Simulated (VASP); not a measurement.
**BaBe2: single point with PBE**

BaBe2:

```
Ba Be
1.0
     3.63924   -4.79044    0.03344
     3.63924    4.79044    0.03344
    -0.88643    0.00000    4.15342
Ba Be
2 4
Direct
  0.31500 0.68500 0.75000
  0.68500 0.31500 0.25000
  0.11734 0.14005 0.91941
  0.14005 0.11734 0.41941
  0.88266 0.85995 0.08059
  0.85995 0.88266 0.58059
```

| Item | Value |
| --- | --- |
| Program | VASP 6.6.1 |
| Task | single point |
| Functional | PBE |
| Potentials or basis | VASP PAW PBE potentials, release 64 (Ba_sv, Be) |
| Cutoff | 520 eV |
| k mesh | 8 × 8 × 10 |
| Occupations | gaussian, width 0.1 eV |
| Spin | no spin polarisation |
| Dipole correction | no |
| Further INCAR settings | ALGO = Fast; EDIFF = 1e-06; NBANDS = 23 |

| Quantity | Value |
| --- | --- |
| Pressure | 0.3 GPa |
| Largest force | 0.017 eV/Å |
| Band gap on the k mesh | zero (bands 14 and 15 overlap by 0.56 eV) |

Forces on the atoms (eV/Å):
```
Ba   0.000 -0.017  0.000
Ba   0.000  0.017  0.000
Be  -0.001  0.009 -0.002
Be  -0.001 -0.009 -0.002
Be   0.001 -0.009  0.002
Be   0.001  0.009  0.002
```

Stress tensor (GPa, compression positive):
```
0.30 0.00 0.01
0.00 0.38 0.00
0.01 0.00 0.21
```

Levels at points of the mesh, in eV from the Fermi level:
```
           k point  band 10  band 11  band 12  band 13  band 14  band 15  band 16  band 17  band 18  band 19
(0.00, 0.00, 0.00)    -2.90    -1.39    -1.32    -1.10    -0.80     1.13     1.27     1.32     1.87     3.32
(0.50, 0.00, 0.00)    -3.15    -1.36    -0.93    -0.72    -0.65    -0.27     1.32     1.39     2.06     2.58
(0.50, 0.50, 0.00)    -2.31    -2.19    -1.10    -0.69    -0.57     0.77     1.02     1.03     2.16     2.18
(0.00, 0.00, 0.50)    -4.49    -1.69    -1.69    -0.55    -0.55     0.26     0.26     1.78     1.78     3.71
(0.50, 0.00, 0.50)    -4.36    -1.87    -1.33    -0.22    -0.13     0.29     0.71     1.19     1.66     2.59
(0.50, 0.50, 0.50)    -4.36    -1.44    -1.44    -0.59    -0.59     0.92     0.92     1.76     1.76     2.93
```

Run time: 22 min on 1 thread of Oxide Virtual Turin-like Processor, on a shared host, peak memory 0.62 GiB.

Caveat: spin-orbit coupling is left out, which moves the levels of the heavy elements.
